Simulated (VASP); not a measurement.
## Cs4ErTe: single point with PBE

The system is Cs4ErTe.

```xyz
6
Lattice="6.8187 0.0000 0.0000 -3.4093 5.9051 0.0000 0.0000 0.0000 7.5613" Properties=species:S:1:pos:R:3 pbc="T T T"
Cs    0.0000    3.9368    5.5782
Cs    3.4093    1.9684    5.5782
Cs    3.4093    1.9684    1.9830
Cs    0.0000    3.9368    1.9830
Er    0.0000    0.0000    0.0000
Te    0.0000    0.0000    3.7806
```

The cell was built from a structure type or drawn by symmetry, and may not be a known phase.

```json
{
  "Program": "VASP 6.6.1",
  "Task": "single point",
  "Functional": "PBE",
  "Potentials or basis": "VASP PAW PBE potentials, release 64 (Cs_sv, Er_3, Te), 4f in core",
  "Cutoff": "500 eV",
  "k mesh": "3 × 3 × 2",
  "Occupations": "gaussian, width 0.2 eV",
  "Spin": "no spin polarisation"
}
```

| Quantity | Value |
| --- | --- |
| Pressure | 0.4 GPa |
| Largest force | 0.071 eV/Å |
| Band gap on the k mesh | zero (an odd number of electrons rules out a gap without spin polarisation) |

Forces in eV/Å, atoms in the order of the input:
```
Cs   0.000  0.000  0.071
Cs   0.000  0.000  0.071
Cs   0.000  0.000 -0.071
Cs   0.000  0.000 -0.071
Er   0.000  0.000  0.000
Te   0.000  0.000  0.000
```

Stress tensor (GPa, compression positive):
```
0.38 0.00 0.00
0.00 0.38 0.00
0.00 0.00 0.47
```

Levels at points of the mesh, in eV from the Fermi level:
```csv
k point,band 21,band 22,band 23,band 24,band 25,band 26,band 27,band 28,band 29,band 30
"(0.00, 0.00, 0.00)",-2.89,-2.48,-2.48,-2.40,-0.24,-0.24,0.30,0.30,0.31,0.97
"(0.00, 0.00, 0.50)",-3.68,-2.52,-2.52,-1.19,0.14,0.14,0.15,0.75,0.75,0.76
```

Run time: 60 s on 1 thread of Intel(R) Xeon(R) 6975P-C (Granite Rapids), with other jobs on the host, peak memory 0.37 GiB.

Caveat: the k points lie up to 0.42 Å⁻¹ apart, too coarse for converged energies and pressures of a metal; spin-orbit coupling is left out, which moves the levels of the heavy elements; the 4f electrons are frozen in the core, so they carry no moment and show no levels. Spin polarisation is off, so any magnetic state and its effect on volume and gap are missing.
